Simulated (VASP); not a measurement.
Here is a VASP 6.6.1 calculation.

The input INCAR:

```
SYSTEM = NaCl
ALGO = Normal
EDIFF = 1E-6
ENCUT = 520
GGA = CA
ISIF = 2
ISMEAR = 0
LASPH = .TRUE.
LCHARG = .TRUE.
LELF = .TRUE.
LREAL = .FALSE.
LVHAR = .TRUE.
LWAVE = .FALSE.
NBANDS = 14
NELM = 80
PREC = Accurate
SIGMA = 0.01
```

The input KPOINTS:

```
k-points
0
G
  8 8 8
  0 0 0
```

Contents of POSCAR:

```
NaCl
1.0
    2.7185332446      2.7185332446      0.0000000000
   -2.7185332446      2.7185332446      0.0000000000
    0.0000000000      2.7185332446      2.7403907984
Na Cl
1 1
Direct
    0.0000000000      0.0000000000      0.0000000000
    0.5000000000      0.5000000000      0.0000000000
```

Potentials or basis: VASP PAW LDA potentials, release 64 (Na_pv, Cl).

Run with:

```console
$ cat potpaw_LDA.64/Na_pv/POTCAR potpaw_LDA.64/Cl/POTCAR > POTCAR
$ mpirun -np 1 vasp_std > vasp.out
```

(1) Estimate the band gap on the k mesh.

(2) Estimate the pressure.

## Answers

(1) 5.11 eV, direct.

(2) 0.3 GPa.

Caveat: the cell differs from its parent crystal (in-plane strain -0.005).
